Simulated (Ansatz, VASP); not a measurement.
**Hf3SnS8: VASP beside Ansatz**

```xyz
12
Lattice="3.6640 0.0000 0.0000 -1.8320 3.1731 0.0000 0.0000 0.0000 27.7545" Properties=species:S:1:pos:R:3 pbc="T T T"
Hf    0.0000    2.1154    8.6816
Hf    1.8320    1.0577    1.7729
Hf    1.8320    1.0577   15.5912
Sn    0.0000    2.1154   22.5248
S     1.8320    1.0577   10.1225
S     1.8320    1.0577   24.0158
S     0.0000    2.1154    3.2137
S     0.0000    2.1154   17.0320
S     0.0000    0.0000    0.3319
S     0.0000    0.0000   14.1502
S     0.0000    0.0000    7.2406
S     0.0000    0.0000   21.0338
```

Alike in both runs: functional PBE; k mesh 12 × 12 × 1; occupations gaussian, width 0.02 eV; no spin polarisation.

Ansatz relaxed the structure, and its values are those at the end. VASP's run is a single point on that final structure, the one shown.

|  | VASP | Ansatz |
| --- | --- | --- |
| version | VASP 6.6.1 | Ansatz 0.2.0 |
| potentials or method | VASP PAW PBE potentials, release 64 (Hf_pv, Sn_d, S), cutoff 520 eV | scalar-relativistic, plane waves, PAW |
| valence electrons in the cell | 92 | 140 |

```csv
,VASP,Ansatz,Ansatz less VASP
gap on the k mesh at the Fermi level (eV),1.23,1.21,-0.025
least direct gap on the mesh (eV),1.80,1.81,+0.001
pressure (GPa),-0.4,0.0,+0.39
rms of the force components (eV/Å),0.027,0.001,-0.0263
```

VASP's potentials hold 92 valence electrons a cell and Ansatz's 140, so a difference there can come from the potentials and not from the codes.

Spin-orbit coupling is off throughout.
